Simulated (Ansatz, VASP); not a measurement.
## Two plane-wave programs on MgH2

```
CELL_PARAMETERS angstrom
0.00000 8.65006 8.65006
8.65006 0.00000 8.65006
8.65006 8.65006 0.00000
ATOMIC_POSITIONS crystal
Mg 0.30461 0.56513 0.56513
Mg 0.68487 0.68487 0.68487
Mg 0.68487 0.68487 0.94539
Mg 0.68487 0.94539 0.68487
Mg 0.56513 0.30461 0.56513
Mg 0.56513 0.56513 0.56513
Mg 0.56513 0.56513 0.30461
Mg 0.94539 0.68487 0.68487
H 0.38036 0.38036 0.61964
H 0.38036 0.61964 0.61964
H 0.38036 0.61964 0.38036
H 0.12500 0.62500 0.62500
H 0.63036 0.63036 0.86964
H 0.63036 0.86964 0.63036
H 0.62500 0.62500 0.62500
H 0.86964 0.63036 0.63036
H 0.63036 0.86964 0.86964
H 0.62500 0.62500 0.12500
H 0.86964 0.63036 0.86964
H 0.62500 0.12500 0.62500
H 0.86964 0.86964 0.63036
H 0.61964 0.38036 0.61964
H 0.61964 0.38036 0.38036
H 0.61964 0.61964 0.38036
```

Alike in both runs: functional PBE; k mesh 4 × 4 × 4; occupations gaussian, width 0.02 eV; no spin polarisation.

Ansatz relaxed the structure, and its values are those at the end. VASP's run is a single point on that final structure, the one shown.

|  | VASP | Ansatz |
| --- | --- | --- |
| version | VASP 6.6.1 | Ansatz 0.2.0 |
| potentials or method | VASP PAW PBE potentials, release 64 (Mg, H), cutoff 520 eV | scalar-relativistic, plane waves, PAW |
| valence electrons in the cell | 32 | 96 |

Ansatz gave:

```
gap on the k mesh at the Fermi level (eV) : 5.06
least direct gap on the mesh (eV)         : 5.06
pressure (GPa)                            : 0.0
rms of the force components (eV/Å)        : 0.004
```

Q: What did VASP give for the same quantities?

A: gap on the k mesh at the Fermi level (eV): 5.06; least direct gap on the mesh (eV): 5.07; pressure (GPa): 0.0; rms of the force components (eV/Å): 0.009.

The functional is the same, so the differences come from potentials, cutoffs and numerics. VASP's potentials hold 32 valence electrons a cell and Ansatz's 96, so a difference there can come from the potentials and not from the codes. Ansatz's warnings: xc potential rough in thin density.
